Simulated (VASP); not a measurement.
Crystal: Al5Cu.

```
Al Cu
1.0
     4.53528    0.00000    0.00000
    -2.26764    3.92767    0.00000
     0.00000    0.00000    5.37510
Al Cu
5 1
Direct
  0.33333 0.66667 0.13921
  0.66667 0.33333 0.36007
  0.00000 0.00000 0.50000
  0.33333 0.66667 0.63993
  0.66667 0.33333 0.86079
  0.00000 0.00000 0.00000
```

```yaml
Program: VASP 6.6.1
Task: relaxation of cell and atoms
Functional: PBE
Potentials_or_basis: VASP PAW PBE potentials, release 64 (Al, Cu)
Cutoff: 600 eV
k_mesh: 12 × 12 × 8
Occupations: gaussian, width 0.1 eV
Spin: no spin polarisation
```

At the start: pressure 0.1 GPa; volume 15.96 Å³/atom.

Question: Where does the relaxation end?

Answer: Over 13 steps the energy falls by 9.7 meV/atom and the volume is 15.94 Å³/atom (-0.1 %); space group P-3m1 (No. 164, to 0.1 Å) before and after.

Step by step:
```csv
step,energy change (eV),largest force (eV/Å),pressure (GPa),volume (Å³)
1,0.0000,0.1024,0.06,95.75
2,-0.0476,0.0660,-0.14,95.82
3,-0.0567,0.0327,-0.36,95.89
4,-0.0570,0.0353,-0.31,95.88
5,-0.0575,0.0226,0.08,95.35
6,-0.0575,0.0243,0.08,95.41
7,-0.0575,0.0254,0.03,95.46
8,-0.0575,0.0250,0.04,95.45
9,-0.0577,0.0193,0.04,95.46
10,-0.0579,0.0177,0.05,95.49
11,-0.0579,0.0174,0.03,95.50
12,-0.0580,0.0095,0.03,95.55
13,-0.0580,0.0008,-0.04,95.63
```

Final structure:
```yaml
crystal:
  lattice:
    - [4.47521, 0.00000, 0.00000]
    - [-2.23760, 3.87564, 0.00000]
    - [0.00000, 0.00000, 5.51367]
  atoms:
    - { symbol: Al, position: [0.33333, 0.66667, 0.13450] }
    - { symbol: Al, position: [0.66667, 0.33333, 0.36046] }
    - { symbol: Al, position: [0.00000, 0.00000, 0.50000] }
    - { symbol: Al, position: [0.33333, 0.66667, 0.63954] }
    - { symbol: Al, position: [0.66667, 0.33333, 0.86550] }
    - { symbol: Cu, position: [0.00000, 0.00000, 0.00000] }
```
